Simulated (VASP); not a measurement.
# Na (Pm-3m) in VASP: notebook

Na is run at these levels: PBEsol; tasks: single point, relaxation of cell and atoms.

Program: VASP 6.6.1. These are calculated values, not measurements. Logs are shortened: lines on timing, memory, paths and dates and some standing lists are left out, and cuts for length are marked.

### Step 1. The cell of the first run

It takes space group Pm-3m (No. 221, cubic). Conventional cell: a = 3.396 Å, b = 3.396 Å, c = 3.396 Å, α = 90.00°, β = 90.00°, γ = 90.00°. Na (site symmetry m-3m) has 6 Na at 3.40 Å within 4.5 Å.

### Step 2. Single point, PBEsol

The input, INCAR:

```
ALGO     = Normal         # electronic algorithm
EDIFF    = 1E-6           # SCF threshold, eV
ENCUT    = 500            # plane-wave cutoff, eV
GGA      = PS             # functional
GGA_COMPAT= F            
ISIF     = 2              # what is computed and relaxed
ISMEAR   = -1             # smearing method
LASPH    = T              # aspherical terms in the spheres
LCHARG   = F              # write CHGCAR
LREAL    = F              # projectors in reciprocal space
LWAVE    = F              # write WAVECAR
NBANDS   = 10             # bands
NELM     = 120            # most SCF steps
PREC     = Accurate       # precision mode
SIGMA    = 0.05           # smearing width, eV
```

The input, KPOINTS:

```
k-points
0
Gamma
  6 6 6
```

The input, POSCAR:

```
Na
1.0
    3.3955706192      0.0000000000      0.0000000000
    0.0000000000      3.3955706192      0.0000000000
    0.0000000000      0.0000000000      3.3955706192
Na
1
Direct
    0.0000000000      0.0000000000      0.0000000000
```

Potentials or basis: VASP PAW PBE potentials, release 64 (Na_pv).

The run is started by

```console
$ cat potpaw_PBE.64/Na_pv/POTCAR > POTCAR
$ mpirun -np 1 vasp_std > vasp.out
```

OUTCAR:

```text
EDIFF = 1E-6
   ENCUT = 500
   GGA = PS
   ISIF = 2
   ISMEAR = -1
   LASPH = T
   LREAL = F
   NELM = 120
   PREC = Accurate

 ion  position               nearest neighbor table
   1  0.000  0.000  0.000-

  LATTYP: Found a simple cubic cell.
 ALAT       =     3.3955706192

  Lattice vectors:

 A1 = (   3.3955706192,   0.0000000000,   0.0000000000)
 A2 = (   0.0000000000,   3.3955706192,   0.0000000000)
 A3 = (   0.0000000000,   0.0000000000,   3.3955706192)

Analysis of symmetry for initial positions (statically):
=====================================================================
 Subroutine PRICEL returns:
 Original cell was already a primitive cell.

 Routine SETGRP: Setting up the symmetry group for a
 simple cubic supercell.

 Subroutine GETGRP returns: Found 48 space group operations
 (whereof 48 operations were pure point group operations)
 out of a pool of 48 trial point group operations.

The static configuration has the point symmetry O_h .

Analysis of symmetry for dynamics (positions and initial velocities):
=====================================================================
 Subroutine PRICEL returns:
 Original cell was already a primitive cell.

 Routine SETGRP: Setting up the symmetry group for a
 simple cubic supercell.

 Subroutine GETGRP returns: Found 48 space group operations
 (whereof 48 operations were pure point group operations)
 out of a pool of 48 trial point group operations.

The dynamic configuration has the point symmetry O_h .

 Subroutine INISYM returns: Found 48 space group operations
 (whereof 48 operations are pure point group operations),
 and found     1 'primitive' translations

----------------------------------------------------------------------------------------

                                     Primitive cell

  volume of cell :      39.1506

  direct lattice vectors                    reciprocal lattice vectors
     3.395570619  0.000000000  0.000000000     0.294501311  0.000000000  0.000000000
     0.000000000  3.395570619  0.000000000     0.000000000  0.294501311  0.000000000
     0.000000000  0.000000000  3.395570619     0.000000000  0.000000000  0.294501311

  length of vectors
     3.395570619  3.395570619  3.395570619     0.294501311  0.294501311  0.294501311

  position of ions in fractional coordinates (direct lattice)
     0.000000000  0.000000000  0.000000000

[... 72 lines left out ...]
   EDIFFG = 0.1E-04   stopping-criterion for IOM
   NSW    =      0    number of steps for IOM
   IBRION =     -1    ionic relax: 0-MD 1-quasi-New 2-CG
   NFREE  =      0    steps in history (QN), initial steepest desc. (CG)
   ISIF   =      2    stress and relaxation
   ISYM   =      2    0-nonsym 1-usesym 2-fastsym
   POTIM  = 0.5000    time-step for ionic-motion
   TEBEG  =    0.0;   TEEND  =   0.0 temperature during run
   PSTRESS=    0.0 pullay stress
   NELECT =       7.0000    total number of electrons
   NUPDOWN=      -1.0000    fix difference up-down
   EMIN   =  10.00;   EMAX   =-10.00  energy-range for DOS
   EFERMI =   0.00;   METHOD = LEGACY
   ISMEAR =    -1;   SIGMA  =   0.05  broadening in eV -4-tet -1-fermi 0-gaus
   EFERMI_NEDOS =   21; number of points for ismear=-14 and -15
   IALGO  =     38    algorithm
   IMIX   =      4    mixing-type and parameters
     AMIX     =   0.40;   BMIX     =  1.00
     AMIX_MAG =   1.60;   BMIX_MAG =  1.00
  volume/ion in A,a.u.               =      39.15       264.20
  Fermi-wavevector in a.u.,A,eV,Ry     =   0.922277  1.742851 11.573047  0.850595
  Thomas-Fermi vector in A             =   2.047786
   LORBIT       =      0    0 simple, 1 ext, 2 COOP (PROOUT), +10 PAW based schemes
   GGA     = PS    functional components
   LHFCALC =     F    Hartree Fock is set to
   AEXX    =    0.0000 exact exchange contribution
   IVDW    =     0    specifies the selected vdW correction
   LEPSILON=     F    determine dielectric tensor
   LRPA    =     F    only Hartree local field effects (RPA)
 non-spin polarized calculation
  energy-cutoff  :      500.00
  volume of cell :       39.15
 maximum number of plane-waves:      1021
 NGX is ok and might be reduce to    28
   NGX = 13   NGY = 13   NGZ = 13

 number of electron       7.0000012 magnetization

 Free energy of the ion-electron system (eV)
  ---------------------------------------------------
  ext. energy  EPLUGINS =         0.00000000
  ---------------------------------------------------
  free energy    TOTEN  =        -1.26417878 eV

  energy without entropy =       -1.25506836  energy(sigma->0) =       -1.25962357

 E-fermi :   0.2743     XC(G=0):  -6.3540

 val. band max:        0.2740883041   @ k =   0.3333   0.3333   0.1667
 cond. band min:       0.3678967737   @ k =   0.5000   0.0000   0.0000
 fundamental gap:      0.0938084697
 Fermi energy:         0.2742946852

 k-point     1 :       0.0000    0.0000    0.0000
  band No.  band energies     occupation
      1     -24.8299      2.00000
      2     -24.8299      2.00000
      3     -24.8299      2.00000
      4      -3.0021      2.00000
      5       8.4350      0.00000
      6       8.4350      0.00000
      7       9.7487      0.00000
      8       9.7487      0.00000
      9       9.7487      0.00000
     10      12.6725      0.00000
[... 235 lines left out ...]
 k-point    20 :       0.5000    0.5000    0.5000
  band No.  band energies     occupation
      1     -24.8674      2.00000
      2     -24.8674      2.00000
      3     -24.8674      2.00000
      4       6.0304      0.00000
      5       6.0304      0.00000
      6       6.0304      0.00000
      7       6.1616      0.00000
      8       6.1616      0.00000
      9       6.1616      0.00000
     10       7.2718      0.00000

------------------------ aborting loop because EDIFF is reached ----------------------------------------

  FORCE on cell =-STRESS in cart. coord.  units (eV):
  Direction    XX          YY          ZZ          XY          YZ          ZX
  --------------------------------------------------------------------------------------
  -------------------------------------------------------------------------------------
  Total       -0.0136998     -0.0136998     -0.0136998      0.0000000     -0.0000000     -0.0000000
  in kB       -0.5606426     -0.5606426     -0.5606426      0.0000000     -0.0000000     -0.0000000
  external PRESSURE =      -0.5606426 kB  Pullay stress =       0.0000000 kB

 VOLUME and BASIS-vectors are now :
 -----------------------------------------------------------------------------
  energy-cutoff  :      500.00
  volume of cell :       39.15
      direct lattice vectors                 reciprocal lattice vectors
     3.395570619  0.000000000  0.000000000     0.294501311  0.000000000  0.000000000
     0.000000000  3.395570619  0.000000000     0.000000000  0.294501311  0.000000000
     0.000000000  0.000000000  3.395570619     0.000000000  0.000000000  0.294501311

 POSITION                                       TOTAL-FORCE (eV/Angst)
 -----------------------------------------------------------------------------------
      0.00000      0.00000      0.00000         0.000000      0.000000      0.000000
 -----------------------------------------------------------------------------------
    total drift:                               -0.000000     -0.000000     -0.000000

  FREE ENERGIE OF THE ION-ELECTRON SYSTEM (eV)
  ---------------------------------------------------
  free  energy   TOTEN  =        -1.2641787796 eV

  energy  without entropy=       -1.2550683634  energy(sigma->0) =       -1.25962357
```

stdout:

```text
POSCAR found type information on POSCAR Na
 POSCAR found :  1 types and       1 ions
 scaLAPACK will be used
 -----------------------------------------------------------------------------
|                                                                             |
|                                                                             |
|     You enforced a specific xc type in the INCAR file but a different       |
|     I HOPE YOU KNOW WHAT YOU ARE DOING!                                     |
|                                                                             |
 -----------------------------------------------------------------------------

 LDA part: xc-table for (Slater+PW92), standard interpolation
 POSCAR, INCAR and KPOINTS ok, starting setup
 FFT: planning ... GRIDC
 FFT: planning ... GRID_SOFT
 FFT: planning ... GRID
 WAVECAR not read
 entering main loop
```

It took 8.9 s on 1 thread of Intel Xeon 8259CL, shared host; peak memory 0.15 GiB.

Results:

| Quantity | Value |
| --- | --- |
| Free energy | -1.2642 eV |
| Pressure | -0.1 GPa |

Levels at points of the mesh, in eV from the Fermi level:
| k point | band 1 | band 2 | band 3 | band 4 | band 5 | band 6 | band 7 |
| --- | --- | --- | --- | --- | --- | --- | --- |
| (0.00, 0.00, 0.00) | -25.10 | -25.10 | -25.10 | -3.28 | 8.16 | 8.16 | 9.47 |
| (0.50, 0.00, 0.00) | -25.15 | -25.10 | -25.10 | -0.08 | 0.09 | 10.46 | 11.86 |
| (0.50, 0.50, 0.00) | -25.15 | -25.15 | -25.10 | 2.88 | 2.88 | 3.07 | 3.94 |
| (0.50, 0.50, 0.50) | -25.14 | -25.14 | -25.14 | 5.76 | 5.76 | 5.76 | 5.89 |

Caveat: the PAW data sets were made with another functional, which shifts forces and pressure a little.

### Step 3. Relaxation of cell and atoms, PBEsol

This run uses another cell than the first one, of 43.24 Å³/atom, 1.105 times its volume.

The input, INCAR:

```
SYSTEM = Na
PREC = Accurate
ENCUT = 500
EDIFF = 1E-7
ISMEAR = -1
SIGMA = 0.05
LREAL = .FALSE.
LASPH = .TRUE.
NELM = 120
ALGO = Normal
ISIF = 3
LWAVE = .FALSE.
LCHARG = .FALSE.
GGA = PS
IBRION = 2
NSW = 80
EDIFFG = -0.02
GGA_COMPAT = .FALSE.
NELMIN = 4
```

The input, KPOINTS:

```
Automatic mesh
0
G
  6 6 6
  0 0 0
```

The input, POSCAR:

```
Na
1.0
    3.5100000000      0.0000000000      0.0000000000
    0.0000000000      3.5100000000      0.0000000000
    0.0000000000      0.0000000000      3.5100000000
Na
1
Direct
    0.0000000000      0.0000000000      0.0000000000
```

Potentials or basis: VASP PAW PBE potentials, release 64 (Na_pv).

The run is started by

```console
$ cat potpaw_PBE.64/Na_pv/POTCAR > POTCAR
$ mpirun -np 1 vasp_std > vasp.out
```

It took 29 s on 1 thread of Intel Xeon 8259CL, shared host; peak memory 0.14 GiB.

It converged, with:

| Property | Result |
| --- | --- |
| Free energy | -1.2644 eV |
| Relaxed volume | 38.94 Å³/atom |
| Relaxed cell | a = 3.389 Å, b = 3.389 Å, c = 3.389 Å, α = 90.00°, β = 90.00°, γ = 90.00° |
| Space group after relaxing (to 0.05 Å) | Pm-3m (No. 221) |
| Energy gained by relaxing | 7.5 meV/atom |
| Ionic steps | 4 |
| Pressure after relaxing | 0.0 GPa |

The path:
| step | energy change (eV) | largest force (eV/Å) | pressure (GPa) | volume (Å³) |
| --- | --- | --- | --- | --- |
| 1 | 0.0000 | 0.0000 | -0.54 | 43.24 |
| 2 | -0.0028 | 0.0000 | -0.45 | 42.34 |
| 3 | -0.0073 | 0.0000 | -0.11 | 39.72 |
| 4 | -0.0075 | 0.0000 | 0.02 | 38.94 |

Final structure:
```yaml
crystal:
  lattice:
    - [3.38949, 0.00000, 0.00000]
    - [0.00000, 3.38949, 0.00000]
    - [0.00000, 0.00000, 3.38949]
  atoms:
    - { symbol: Na, position: [0.00000, 0.00000, 0.00000] }
```

Levels at points of the mesh, in eV from the Fermi level:
```tsv
k point	band 1	band 2	band 3	band 4	band 5	band 6
(0.00, 0.00, 0.00)	-25.10	-25.10	-25.10	-3.29	8.18	8.18
(0.50, 0.00, 0.00)	-25.15	-25.10	-25.10	-0.08	0.10	10.49
(0.50, 0.50, 0.00)	-25.15	-25.15	-25.09	2.89	2.89	3.08
(0.50, 0.50, 0.50)	-25.14	-25.14	-25.14	5.77	5.77	5.77
```

Caveat: the PAW data sets were made with another functional, which shifts forces and pressure a little.
